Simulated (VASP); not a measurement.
A run of VASP 6.6.1 is set up as follows.

INCAR

```
SYSTEM = InP
PREC     = Accurate       ! precision mode
ENCUT    = 600            ! plane-wave cutoff, eV
EDIFF    = 1E-8           ! SCF threshold, eV
ISMEAR   = 0              ! smearing method
SIGMA    = 0.01           ! smearing width, eV
LREAL    = .FALSE.        ! projectors in reciprocal space
LASPH    = .TRUE.         ! aspherical terms in the spheres
NELM     = 60             ! most SCF steps
ALGO     = Normal         ! electronic algorithm
ISIF     = 3              ! what is computed and relaxed
LWAVE    = .FALSE.        ! write WAVECAR
LCHARG   = .TRUE.         ! write CHGCAR
GGA      = CA             ! functional
IBRION   = 6              ! ionic algorithm
NFREE    = 2            
POTIM    = 0.015          ! step
NSW      = 1              ! ionic steps
```

The input KPOINTS:

```
regular mesh
0
G
  8 8 8
  0 0 0
```

Contents of POSCAR:

```
InP
1.0
    2.9136593589      2.9136593589      0.0000000000
   -2.9136593589      2.9136593589      0.0000000000
    0.0000000000      2.9136593589      2.9136593589
In P
1 1
Direct
    0.0000000000      0.0000000000      0.0000000000
    0.7500000000      0.2500000000      0.5000000000
```

Potentials or basis: VASP PAW LDA potentials, release 64 (In_d, P).

Launch:

```bash
$ cat potpaw_LDA.64/In_d/POTCAR potpaw_LDA.64/P/POTCAR > POTCAR
$ mpirun -np 1 vasp_std > vasp.out
```

Task: Predict the elastic constants C11, C12, C44.

Result: 101, 57, 46 GPa.

Task: Estimate the Voigt bulk modulus.

Result: 72 GPa.

Task: Estimate the highest phonon frequency at Γ, LO-TO splitting left out.

Result: 303 cm⁻¹.

Phonon frequencies in cm⁻¹ (negative: imaginary):
```csv
q point,frequencies
"(0.000, 0.000, 0.000)",0 0 0 303 303 303
```
